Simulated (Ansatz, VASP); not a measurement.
# One calculation of AlAs2, two programs

Contents of INCAR:

```
ALGO = Normal
EDIFF = 1E-6
EDIFFG = -0.01
ENCUT = 600
GGA = PE
IBRION = 2
ISIF = 3
ISMEAR = 0
LASPH = True
LCHARG = False
LREAL = False
LWAVE = False
NELM = 100
NSW = 100
PREC = Accurate
SIGMA = 0.1
```

The input KPOINTS:

```
k-points
0
Gamma
  12 12 12
```

The input POSCAR:

```
AlAs2
1.0
    3.9154150342      0.0000000000      0.0000000000
    0.0000000000      3.9154150342      0.0000000000
    0.0000000000      0.0000000000      4.1154811494
Al As
1 2
Direct
    0.0000000000      0.0000000000      0.0000000000
    0.5000000000      0.0000000000      0.4205009585
    0.0000000000      0.5000000000      0.5794990415
```

Input for Ansatz:

```yaml
crystal:
  lattice:
    - [3.9154150342, 0.0, 0.0]
    - [0.0, 3.9154150342, 0.0]
    - [0.0, 0.0, 4.1154811494]
  atoms:
    - { symbol: Al, position: [0.0, 0.0, 0.0] }
    - { symbol: As, position: [0.5, 0.0, 0.4205009585] }
    - { symbol: As, position: [0.0, 0.5, 0.5794990415] }
basis:
  ecutwfc: 420
kpoints:
  mp_grid: { grid: [12, 12, 12] }
hamiltonian:
  xc: pbe
scf:
  occupations: { method: gaussian, width: 0.1 }
output:
  forces: true
  stress: true
  eigenvalues: true
  write_density: true
  write_potential: true
  elf: true
  volumetric_format: npy
relax:
  adjacent_minimum: "off"
  f_tol: 0.01
  max_steps: 80
  cell: { stress_tol: 0.05 }
```

Change from the starting cell: ordered vacancies on the cation sites of zinc blende (P-4m2, No. 115).

Alike in both runs: task relaxation of cell and atoms; functional PBE; k mesh 12 × 12 × 12; occupations gaussian, width 0.1 eV; no spin polarisation.

|  | VASP | Ansatz |
| --- | --- | --- |
| version | VASP 6.6.1 | Ansatz 0.2.0 |
| potentials or method | VASP PAW PBE potentials, release 64 (Al, As), cutoff 600 eV | scalar-relativistic, plane waves, PAW |
| valence electrons in the cell | 13 | 33 |

Ansatz gave:

| Item | Value |
| --- | --- |
| gap on the k mesh at the Fermi level, each at its own relaxed structure (eV) | none |
| relaxed volume (Å³/atom) | 20.88 |
| relaxed cell length with the largest relative difference (Å) | 3.977 |

Question: What did VASP give for the same quantities?

Answer: gap on the k mesh at the Fermi level, each at its own relaxed structure (eV): none; relaxed volume (Å³/atom): 20.93; relaxed cell length with the largest relative difference (Å): 3.980.

A gap of «none» marks a metal or a gap that the smearing closes. VASP's potentials hold 13 valence electrons a cell and Ansatz's 33, so a difference there can come from the potentials and not from the codes.
